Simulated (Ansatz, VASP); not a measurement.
One calculation of NbCd3, two programs

The input INCAR:

```
PREC = Accurate
ENCUT = 520
EDIFF = 1E-6
ISMEAR = -1
SIGMA = 0.1
LREAL = False
LASPH = True
NELM = 60
ALGO = Normal
ISIF = 2
LWAVE = False
LCHARG = False
GGA = PE
NBANDS = 32
```

The input KPOINTS:

```
regular mesh
0
Gamma
  5 5 5
```

File POSCAR:

```
NbCd3
1.0
    4.2150000000      0.0000000000      0.0000000000
    0.0000000000      4.2150000000      0.0000000000
    0.0000000000      0.0000000000      4.2150000000
Nb Cd
1 3
Direct
    0.0000000000      0.0000000000      0.0000000000
    0.0000000000      0.5000000000      0.5000000000
    0.5000000000      0.0000000000      0.5000000000
    0.5000000000      0.5000000000      0.0000000000
```

Input for Ansatz:

```yaml
crystal:
  lattice:
    - [4.215, 0.0, 0.0]
    - [0.0, 4.215, 0.0]
    - [0.0, 0.0, 4.215]
  atoms:
    - { symbol: Nb, position: [0.0, 0.0, 0.0] }
    - { symbol: Cd, position: [0.0, 0.5, 0.5] }
    - { symbol: Cd, position: [0.5, 0.0, 0.5] }
    - { symbol: Cd, position: [0.5, 0.5, 0.0] }
basis:
  ecutwfc: 450.0
kpoints:
  mp_grid:
    grid: [5, 5, 5]
hamiltonian:
  xc: pbe
  pseudopotentials:
    kind: paw
scf:
  occupations:
    method: fermi_dirac
    width: 0.1
output:
  stress: true
```

Alike in both runs: task single point; functional PBE; k mesh 5 × 5 × 5; occupations fermi-dirac, width 0.1 eV; no spin polarisation.

|  | VASP | Ansatz |
| --- | --- | --- |
| version | VASP 6.6.1 | Ansatz 0.2.0 |
| potentials or method | VASP PAW PBE potentials, release 64 (Nb_sv, Cd), cutoff 520 eV | plane waves, PAW |
| valence electrons in the cell | 49 | 73 |

VASP gave:

| Quantity | Value |
| --- | --- |
| pressure (GPa) | 7.9 |

Problem. Estimate Ansatz's values.

Solution. Pressure (GPa): 7.4.

The functional is the same, so the differences come from potentials, cutoffs and numerics. VASP's potentials hold 49 valence electrons a cell and Ansatz's 73, so a difference there can come from the potentials and not from the codes.
